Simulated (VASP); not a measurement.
Wanted: the native input for a VASP 6.6.1 run.

```yaml
Task: single point
Functional: LDA
Potentials_or_basis: VASP PAW LDA potentials, release 64 (Nb_sv)
Cutoff: 520 eV
k_mesh: 11 × 11 × 11
Occupations: fermi-dirac, width 0.05 eV
Spin: no spin polarisation
Dipole_correction: no
Further_INCAR_settings: ALGO = Normal; EDIFF = 1e-07; NBANDS = 12
```

The structure of Nb lies in POSCAR:

```
Nb
1.0
    0.0000000000      2.0718246199      2.0718246199
    2.0718246199      0.0000000000      2.0718246199
    2.0718246199      2.0718246199      0.0000000000
Nb
1
Direct
    0.0000000000      0.0000000000      0.0000000000
```

These files were run (other wordings do the same):

INCAR

```
PREC = Accurate
ENCUT = 520
EDIFF = 1E-7
ISMEAR = -1
SIGMA = 0.05
LREAL = False
LASPH = True
NELM = 80
ALGO = Normal
ISIF = 2
LWAVE = False
LCHARG = False
NBANDS = 12
```

KPOINTS

```
regular mesh
0
Gamma
  11 11 11
```

Potentials or basis: VASP PAW LDA potentials, release 64 (Nb_sv).

The run is started by

```bash
$ cat potpaw_LDA.64/Nb_sv/POTCAR > POTCAR
$ mpirun -np 1 vasp_std > vasp.out
```

It gave:

The pressure is -1.2 GPa.

Run time: 20 s on 1 thread of AMD EPYC 7R13, with other jobs on the host, peak memory 0.1 GiB.
